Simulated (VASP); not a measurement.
# AlRu (Pm-3m) in VASP: single point with PBE

Aim: the single point of AlRu with PBE.

Program: VASP 6.6.1. These are calculated values, not measurements. Logs are shortened: lines on timing, memory, paths and dates and some standing lists are left out, and cuts for length are marked.

### Step 1. The cell of the first run

Symmetry: Pm-3m, No. 221, cubic system. Conventional cell: a = 3.003 Å, b = 3.003 Å, c = 3.003 Å, α = 90.00°, β = 90.00°, γ = 90.00°. Al (site symmetry m-3m) has 8 Ru at 2.60 Å and 6 Al at 3.00 Å within 3.4 Å. Within 3.4 Å of Ru (site symmetry m-3m) lie 8 Al at 2.60 Å and 6 Ru at 3.00 Å.

### Step 2. Single point, PBE

Contents of INCAR:

```
PREC = Accurate ; ENCUT = 520
EDIFF = 1E-6 ; ISMEAR = 1
SIGMA = 0.1 ; LREAL = Auto
LASPH = T ; NELM = 60
ALGO = Normal ; ISIF = 2
LWAVE = F ; LCHARG = F
GGA = PE ; NBANDS = 82
```

Contents of KPOINTS:

```
Automatic mesh
0
Gamma
  6 6 6
```

Contents of POSCAR:

```
AlRu
1.0
    6.0068828253      0.0000000000      0.0000000000
    0.0000000000      6.0068828253      0.0000000000
    0.0000000000      0.0000000000      6.0068828253
Al Ru
8 8
Direct
    0.0000000000      0.0000000000      0.0000000000
    0.0000000000      0.0000000000      0.5000000000
    0.0000000000      0.5000000000      0.0000000000
    0.0000000000      0.5000000000      0.5000000000
    0.5000000000      0.0000000000      0.0000000000
    0.5000000000      0.0000000000      0.5000000000
    0.5000000000      0.5000000000      0.0000000000
    0.5000000000      0.5000000000      0.5000000000
    0.2500000000      0.2500000000      0.2500000000
    0.2500000000      0.2500000000      0.7500000000
    0.2500000000      0.7500000000      0.2500000000
    0.2500000000      0.7500000000      0.7500000000
    0.7500000000      0.2500000000      0.2500000000
    0.7500000000      0.2500000000      0.7500000000
    0.7500000000      0.7500000000      0.2500000000
    0.7500000000      0.7500000000      0.7500000000
```

Potentials or basis: VASP PAW PBE potentials, release 64 (Al, Ru_pv).

Launch:

```console
$ cat potpaw_PBE.64/Al/POTCAR potpaw_PBE.64/Ru_pv/POTCAR > POTCAR
$ mpirun -np 1 vasp_std > vasp.out
```

OUTCAR:

```text
PREC = Accurate
   ENCUT = 520
   EDIFF = 1E-6
   ISMEAR = 1
   LREAL = Auto
   LASPH = T
   NELM = 60
   ISIF = 2
   GGA = PE

 ion  position               nearest neighbor table
   1  0.000  0.000  0.000-   9 2.60  10 2.60  11 2.60  12 2.60  13 2.60  14 2.60  15 2.60  16 2.60
                             5 3.00   2 3.00   3 3.00   2 3.00   3 3.00   5 3.00
   2  0.000  0.000  0.500-   9 2.60  10 2.60  11 2.60  12 2.60  13 2.60  14 2.60  15 2.60  16 2.60
                             6 3.00   1 3.00   4 3.00   1 3.00   4 3.00   6 3.00
   3  0.000  0.500  0.000-   9 2.60  10 2.60  11 2.60  12 2.60  13 2.60  14 2.60  15 2.60  16 2.60
                             7 3.00   1 3.00   4 3.00   4 3.00   1 3.00   7 3.00
   4  0.000  0.500  0.500-   9 2.60  10 2.60  11 2.60  12 2.60  13 2.60  14 2.60  15 2.60  16 2.60
                             8 3.00   2 3.00   3 3.00   3 3.00   2 3.00   8 3.00
   5  0.500  0.000  0.000-   9 2.60  10 2.60  11 2.60  12 2.60  13 2.60  14 2.60  15 2.60  16 2.60
                             7 3.00   1 3.00   6 3.00   6 3.00   7 3.00   1 3.00
   6  0.500  0.000  0.500-   9 2.60  10 2.60  11 2.60  12 2.60  13 2.60  14 2.60  15 2.60  16 2.60
                             8 3.00   2 3.00   5 3.00   5 3.00   8 3.00   2 3.00
   7  0.500  0.500  0.000-   9 2.60  10 2.60  11 2.60  12 2.60  13 2.60  14 2.60  15 2.60  16 2.60
                             8 3.00   3 3.00   5 3.00   8 3.00   5 3.00   3 3.00
   8  0.500  0.500  0.500-   9 2.60  10 2.60  11 2.60  12 2.60  13 2.60  14 2.60  15 2.60  16 2.60
                             7 3.00   4 3.00   6 3.00   7 3.00   6 3.00   4 3.00
   9  0.250  0.250  0.250-   1 2.60   2 2.60   3 2.60   4 2.60   5 2.60   6 2.60   7 2.60   8 2.60
                            10 3.00  11 3.00  13 3.00  10 3.00  11 3.00  13 3.00
  10  0.250  0.250  0.750-   1 2.60   2 2.60   3 2.60   4 2.60   5 2.60   6 2.60   7 2.60   8 2.60
                             9 3.00  12 3.00  14 3.00   9 3.00  12 3.00  14 3.00
  11  0.250  0.750  0.250-   1 2.60   2 2.60   3 2.60   4 2.60   5 2.60   6 2.60   7 2.60   8 2.60
                             9 3.00  12 3.00  15 3.00  12 3.00   9 3.00  15 3.00
  12  0.250  0.750  0.750-   1 2.60   2 2.60   3 2.60   4 2.60   5 2.60   6 2.60   7 2.60   8 2.60
                            10 3.00  11 3.00  16 3.00  11 3.00  10 3.00  16 3.00
  13  0.750  0.250  0.250-   1 2.60   2 2.60   3 2.60   4 2.60   5 2.60   6 2.60   7 2.60   8 2.60
                             9 3.00  14 3.00  15 3.00  14 3.00  15 3.00   9 3.00
  14  0.750  0.250  0.750-   1 2.60   2 2.60   3 2.60   4 2.60   5 2.60   6 2.60   7 2.60   8 2.60
                            10 3.00  13 3.00  16 3.00  13 3.00  16 3.00  10 3.00
  15  0.750  0.750  0.250-   1 2.60   2 2.60   3 2.60   4 2.60   5 2.60   6 2.60   7 2.60   8 2.60
                            11 3.00  13 3.00  16 3.00  16 3.00  13 3.00  11 3.00
  16  0.750  0.750  0.750-   1 2.60   2 2.60   3 2.60   4 2.60   5 2.60   6 2.60   7 2.60   8 2.60
                            12 3.00  14 3.00  15 3.00  15 3.00  14 3.00  12 3.00

  LATTYP: Found a simple cubic cell.
 ALAT       =     6.0068828253

  Lattice vectors:

 A1 = (   6.0068828253,   0.0000000000,   0.0000000000)
 A2 = (   0.0000000000,   6.0068828253,   0.0000000000)
 A3 = (   0.0000000000,   0.0000000000,   6.0068828253)

Analysis of symmetry for initial positions (statically):
=====================================================================
 Subroutine PRICEL returns following result:

  LATTYP: Found a simple cubic cell.
 ALAT       =     3.0034414126

  Lattice vectors:

 A1 = (   3.0034414126,   0.0000000000,   0.0000000000)
 A2 = (   0.0000000000,   3.0034414126,   0.0000000000)
 A3 = (   0.0000000000,   0.0000000000,   3.0034414126)

   8 primitive cells build up your supercell.

 Routine SETGRP: Setting up the symmetry group for a
 simple cubic supercell.

 Subroutine GETGRP returns: Found 48 space group operations
 (whereof 48 operations were pure point group operations)
 out of a pool of 48 trial point group operations.

The static configuration has the point symmetry O_h .

Analysis of symmetry for dynamics (positions and initial velocities):
=====================================================================
 Subroutine PRICEL returns following result:

  LATTYP: Found a simple cubic cell.
 ALAT       =     3.0034414126

  Lattice vectors:

 A1 = (   3.0034414126,   0.0000000000,   0.0000000000)
 A2 = (   0.0000000000,   3.0034414126,   0.0000000000)
 A3 = (   0.0000000000,   0.0000000000,   3.0034414126)

   8 primitive cells build up your supercell.

 Routine SETGRP: Setting up the symmetry group for a
 simple cubic supercell.

 Subroutine GETGRP returns: Found 48 space group operations
 (whereof 48 operations were pure point group operations)
 out of a pool of 48 trial point group operations.

The dynamic configuration has the point symmetry O_h .

 Subroutine INISYM returns: Found 48 space group operations
 (whereof 48 operations are pure point group operations),
 and found     8 'primitive' translations

----------------------------------------------------------------------------------------

                                     Primitive cell

  volume of cell :      27.0930

  direct lattice vectors                    reciprocal lattice vectors
     3.003441413  0.000000000  0.000000000     0.332951392  0.000000000  0.000000000
     0.000000000  3.003441413  0.000000000     0.000000000  0.332951392  0.000000000
     0.000000000  0.000000000  3.003441413     0.000000000  0.000000000  0.332951392

  length of vectors
     3.003441413  3.003441413  3.003441413     0.332951392  0.332951392  0.332951392

  position of ions in fractional coordinates (direct lattice)
     0.000000000  0.000000000  0.000000000
     0.500000000  0.500000000  0.500000000

  ion indices of the primitive-cell ions
   primitive index   ion index
                 1           1
                 2           9

----------------------------------------------------------------------------------------

 KPOINTS: Automatic mesh

Automatic generation of k-mesh.
 Grid dimensions read from file:
 generate k-points for:    6    6    6

 Generating k-lattice:

  Cartesian coordinates                     Fractional coordinates (reciprocal lattice)
     0.027745949  0.000000000  0.000000000     0.166666667  0.000000000  0.000000000
     0.000000000  0.027745949  0.000000000     0.000000000  0.166666667  0.000000000
     0.000000000  0.000000000  0.027745949     0.000000000  0.000000000  0.166666667

  Length of vectors
     0.027745949  0.027745949  0.027745949

  Shift w.r.t. Gamma in fractional coordinates (k-lattice)
     0.000000000  0.000000000  0.000000000

 Subroutine IBZKPT returns following result:
 ===========================================

 Found     20 irreducible k-points:

 Following reciprocal coordinates:
            Coordinates               Weight
  0.000000  0.000000  0.000000      1.000000
  0.166667  0.000000  0.000000      6.000000
  0.333333  0.000000  0.000000      6.000000
  0.500000  0.000000  0.000000      3.000000
  0.166667  0.166667  0.000000     12.000000
  0.333333  0.166667  0.000000     24.000000
[... 12 lines left out ...]
  0.500000  0.500000  0.333333      6.000000
  0.500000  0.500000  0.500000      1.000000
   k-points           NKPTS =     20   k-points in BZ     NKDIM =     20   number of bands    NBANDS=     82
   number of dos      NEDOS =    301   number of ions     NIONS =     16
   total plane-waves  NPLWV = 110592
   dimension x,y,z NGX =    48 NGY =   48 NGZ =   48
   dimension x,y,z NGXF=    96 NGYF=   96 NGZF=   96
   ions per type =               8   8
   NGX,Y,Z   is equivalent  to a cutoff of  13.28, 13.28, 13.28 a.u.
   NGXF,Y,Z  is equivalent  to a cutoff of  26.57, 26.57, 26.57 a.u.
 SYSTEM =  unknown system
   PREC   = accura    normal or accurate (medium, high low for compatibility)
   ISTART =      0    job   : 0-new  1-cont  2-samecut
   ICHARG =      2    charge: 1-file 2-atom 10-const
   ISPIN  =      1    spin polarized calculation?
   LNONCOLLINEAR =      F non collinear calculations
   LSORBIT =      F    spin-orbit coupling
   LASPH  =      T    aspherical Exc in radial PAW
   ENCUT  =  520.0 eV  38.22 Ry    6.18 a.u.  11.17 11.17 11.17*2*pi/ulx,y,z
   NELM   =     60;   NELMIN=  2; NELMDL= -5     # of ELM steps
   EDIFF  = 0.1E-05   stopping-criterion for ELM
   LREAL  =      T    real-space projection
   EDIFFG = 0.1E-04   stopping-criterion for IOM
   NSW    =      0    number of steps for IOM
   IBRION =     -1    ionic relax: 0-MD 1-quasi-New 2-CG
   NFREE  =      0    steps in history (QN), initial steepest desc. (CG)
   ISIF   =      2    stress and relaxation
   ISYM   =      2    0-nonsym 1-usesym 2-fastsym
   POTIM  = 0.5000    time-step for ionic-motion
   TEBEG  =    0.0;   TEEND  =   0.0 temperature during run
   PSTRESS=    0.0 pullay stress
   NELECT =     136.0000    total number of electrons
   NUPDOWN=      -1.0000    fix difference up-down
   EMIN   =  10.00;   EMAX   =-10.00  energy-range for DOS
   EFERMI =   0.00;   METHOD = LEGACY
   ISMEAR =     1;   SIGMA  =   0.10  broadening in eV -4-tet -1-fermi 0-gaus
   EFERMI_NEDOS =   21; number of points for ismear=-14 and -15
   IALGO  =     38    algorithm
   IMIX   =      4    mixing-type and parameters
     AMIX     =   0.40;   BMIX     =  1.00
     AMIX_MAG =   1.60;   BMIX_MAG =  1.00
  volume/ion in A,a.u.               =      13.55        91.42
  Fermi-wavevector in a.u.,A,eV,Ry     =   1.401539  2.648525 26.726096  1.964313
  Thomas-Fermi vector in A             =   2.524391
   LORBIT       =      0    0 simple, 1 ext, 2 COOP (PROOUT), +10 PAW based schemes
   GGA     = PE    functional components
   LHFCALC =     F    Hartree Fock is set to
   AEXX    =    0.0000 exact exchange contribution
   IVDW    =     0    specifies the selected vdW correction
   LEPSILON=     F    determine dielectric tensor
   LRPA    =     F    only Hartree local field effects (RPA)
 non-spin polarized calculation
 Methfessel and Paxton  Order N= 1 SIGMA  =   0.10
  energy-cutoff  :      520.00
  volume of cell :      216.74
 maximum number of plane-waves:      5868
 NGX is ok and might be reduce to    48
   NGX = 23   NGY = 23   NGZ = 23

 number of electron     135.9999967 magnetization

 Free energy of the ion-electron system (eV)
  ---------------------------------------------------
  ext. energy  EPLUGINS =         0.00000000
  ---------------------------------------------------
  free energy    TOTEN  =      -114.12952018 eV

  energy without entropy =     -114.12676190  energy(sigma->0) =     -114.12860075

 E-fermi :  10.5408     XC(G=0): -12.5059

 val. band max:       10.5321532755   @ k =   0.1667   0.1667   0.0000
 cond. band min:      10.5521699154   @ k =   0.5000   0.1667   0.1667
 fundamental gap:      0.0200166399
 Fermi energy:        10.5407752995

 k-point     1 :       0.0000    0.0000    0.0000
  band No.  band energies     occupation
      1     -31.4157      2.00000
      2     -31.4157      2.00000
      3     -31.4157      2.00000
      4     -31.3905      2.00000
      5     -31.3905      2.00000
      6     -31.3905      2.00000
[... 72 lines left out ...]
     79      14.6594      0.00000
     80      14.6594      0.00000

 k-point     2 :       0.1667    0.0000    0.0000
  band No.  band energies     occupation
      1     -31.4140      2.00000
      2     -31.4140      2.00000
      3     -31.4025      2.00000
      4     -31.3922      2.00000
      5     -31.3922      2.00000
      6     -31.3891      2.00000
[... 72 lines left out ...]
     79      14.2913      0.00000
     80      14.2913      0.00000
[... 1409 lines left out ...]
     79      14.9628      0.00000
     80      14.9628      0.00000

 k-point    20 :       0.5000    0.5000    0.5000
  band No.  band energies     occupation
      1     -31.2995      2.00000
      2     -31.2995      2.00000
      3     -31.2995      2.00000
      4     -31.2995      2.00000
      5     -31.2995      2.00000
      6     -31.2995      2.00000
[... 72 lines left out ...]
     79      15.8472      0.00000
     80      15.8472      0.00000
 [bands above 80 left out]

------------------------ aborting loop because EDIFF is reached ----------------------------------------

  FORCE on cell =-STRESS in cart. coord.  units (eV):
  Direction    XX          YY          ZZ          XY          YZ          ZX
  --------------------------------------------------------------------------------------
  -------------------------------------------------------------------------------------
  Total       -0.1582261     -0.1582261     -0.1582261      0.0000000     -0.0000000     -0.0000000
  in kB       -1.1696106     -1.1696106     -1.1696106      0.0000000     -0.0000000     -0.0000000
  external PRESSURE =      -1.1696106 kB  Pullay stress =       0.0000000 kB

 VOLUME and BASIS-vectors are now :
 -----------------------------------------------------------------------------
  energy-cutoff  :      520.00
  volume of cell :      216.74
      direct lattice vectors                 reciprocal lattice vectors
     6.006882825  0.000000000  0.000000000     0.166475696  0.000000000  0.000000000
     0.000000000  6.006882825  0.000000000     0.000000000  0.166475696  0.000000000
     0.000000000  0.000000000  6.006882825     0.000000000  0.000000000  0.166475696

 POSITION                                       TOTAL-FORCE (eV/Angst)
 -----------------------------------------------------------------------------------
      0.00000      0.00000      0.00000         0.000000     -0.000000      0.000000
      0.00000      0.00000      3.00344         0.000000     -0.000000     -0.000000
      0.00000      3.00344      0.00000         0.000000     -0.000000      0.000000
      0.00000      3.00344      3.00344         0.000000     -0.000000      0.000000
      3.00344      0.00000      0.00000         0.000000     -0.000000      0.000000
      3.00344      0.00000      3.00344         0.000000     -0.000000     -0.000000
[... 8 lines left out ...]
      4.50516      4.50516      1.50172         0.000000     -0.000000     -0.000000
      4.50516      4.50516      4.50516         0.000000     -0.000000     -0.000000
 -----------------------------------------------------------------------------------
    total drift:                                0.000000     -0.000000     -0.000000

  FREE ENERGIE OF THE ION-ELECTRON SYSTEM (eV)
  ---------------------------------------------------
  free  energy   TOTEN  =      -114.1295201786 eV

  energy  without entropy=     -114.1267618997  energy(sigma->0) =     -114.12860075
```

It took 9.5 min on 1 thread of Intel Xeon Platinum 8375C at 2.90GHz (Ice Lake), shared host; peak memory 0.45 GiB.

What came out:

```
Free energy            : -114.1295 eV
Pressure               : -0.1 GPa
Band gap on the k mesh : zero (bands 68 and 69 overlap by 1.68 eV)
```
